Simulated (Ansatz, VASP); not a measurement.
TiO2 in VASP and in Ansatz

File POSCAR:

```
TiO2
1.0
    2.6711600402     -2.6712510909     -0.0201684190
    2.6711600402      2.6712510909     -0.0201684190
   -2.6353413730      0.0000000000      4.8120473783
Ti O
2 4
Direct
    0.1249747467      0.8750252533      0.2500000000
    0.8750252533      0.1249747467      0.7500000000
    0.3322819419      0.0822483592      0.6645446501
    0.6677180581      0.9177516408      0.3354553499
    0.9177516408      0.6677180581      0.8354553499
    0.0822483592      0.3322819419      0.1645446501
```

Contents of INCAR.step1:

```
SYSTEM = TiO2
PREC = Accurate
ENCUT = 520
ISMEAR = 0
SIGMA = 0.05
LREAL = .False.
LASPH = .True.
NELM = 60
NBANDS = 33
GGA = PE
ALGO = Normal
EDIFF = 1E-4
LWAVE = .True.
LCHARG = .False.
```

Contents of INCAR.step2:

```
SYSTEM = TiO2
PREC = Accurate
ENCUT = 520
EDIFF = 1E-7
ISMEAR = 0
SIGMA = 0.05
LREAL = .False.
LASPH = .True.
NELM = 60
ALGO = Normal
ISIF = 2
LWAVE = .False.
LCHARG = .False.
METAGGA = R2SCAN
LMIXTAU = .True.
NBANDS = 33
ISTART = 1
```

File KPOINTS:

```
regular mesh
0
Gamma
  6 6 6
  0 0 0
```

Input for Ansatz:

```yaml
crystal:
  lattice:
    - [2.6711600402, -2.6712510909, -0.020168419]
    - [2.6711600402, 2.6712510909, -0.020168419]
    - [-2.635341373, 0.0, 4.8120473783]
  atoms:
    - { symbol: Ti, position: [0.1249747467, 0.8750252533, 0.25] }
    - { symbol: Ti, position: [0.8750252533, 0.1249747467, 0.75] }
    - { symbol: O, position: [0.3322819419, 0.0822483592, 0.6645446501] }
    - { symbol: O, position: [0.6677180581, 0.9177516408, 0.3354553499] }
    - { symbol: O, position: [0.9177516408, 0.6677180581, 0.8354553499] }
    - { symbol: O, position: [0.0822483592, 0.3322819419, 0.1645446501] }
basis:
  ecutwfc: 500
kpoints:
  mp_grid: { grid: [6, 6, 6] }
hamiltonian:
  xc: r2scan
scf:
  occupations: { method: gaussian, width: 0.05 }
output:
  forces: true
  stress: true
  eigenvalues: true
  write_density: true
  write_potential: true
  elf: true
  volumetric_format: npy
```

Alike in both runs: task single point; functional r2SCAN; k mesh 6 × 6 × 6; occupations gaussian, width 0.05 eV; no spin polarisation.

```csv
,VASP,Ansatz
version,VASP 6.6.1,Ansatz 0.2.0
potentials or method,"VASP PAW PBE potentials, release 64 (Ti_sv, O), cutoff 520 eV","scalar-relativistic, plane waves, PAW"
valence electrons in the cell,48,48
```

```tsv
	VASP	Ansatz	Ansatz less VASP
gap on the k mesh at the Fermi level (eV)	2.60	2.58	-0.022
least direct gap on the mesh (eV)	2.90	2.87	-0.029
pressure (GPa)	1.2	0.0	-1.22
traceless stress, the component that is largest in VASP (GPa)	-0.14	-0.01	+0.125
rms of the force components (eV/Å)	0.012	0.001	-0.0115
```

VASP's potentials were made for PBE, not for r2SCAN. Atom by atom the forces differ by 0.013 eV/Å (rms over components).
